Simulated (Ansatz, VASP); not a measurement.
# CuO: VASP beside Ansatz

```
CELL_PARAMETERS angstrom
2.01032 -2.01542 0.16000
2.01032 2.01542 0.16000
-0.40073 0.00000 5.03447
ATOMIC_POSITIONS crystal
Cu 0.99425 0.49425 0.00185
Cu 0.49425 0.99425 0.50185
O 0.49425 0.49425 0.25185
O 0.49425 0.49425 0.75185
```

Alike in both runs: task electric field gradients; functional LDA; k mesh 14 × 14 × 8; occupations fermi-dirac, width 0.15 eV; no spin polarisation.

|  | VASP | Ansatz |
| --- | --- | --- |
| version | VASP 6.6.1 | Ansatz 0.2.0 |
| potentials or method | VASP PAW LDA potentials, release 64 (Cu_sv_GW, O), cutoff 610 eV | scalar-relativistic, plane waves, PAW |
| valence electrons in the cell | 50 | 50 |

|  | VASP | Ansatz | Ansatz less VASP |
| --- | --- | --- | --- |
| gap on the k mesh at the Fermi level (eV) | none | none | - |
| size of Vzz on the site where it differs most (V/Å²) | 30.8 | 24.2 | -6.57 |

LDA's correlation is that of Perdew and Zunger in VASP and of Perdew and Wang (1992) in Ansatz. A gap of «none» marks a metal or a gap that the smearing closes. Ansatz's warnings: near symmetry operations not taken.
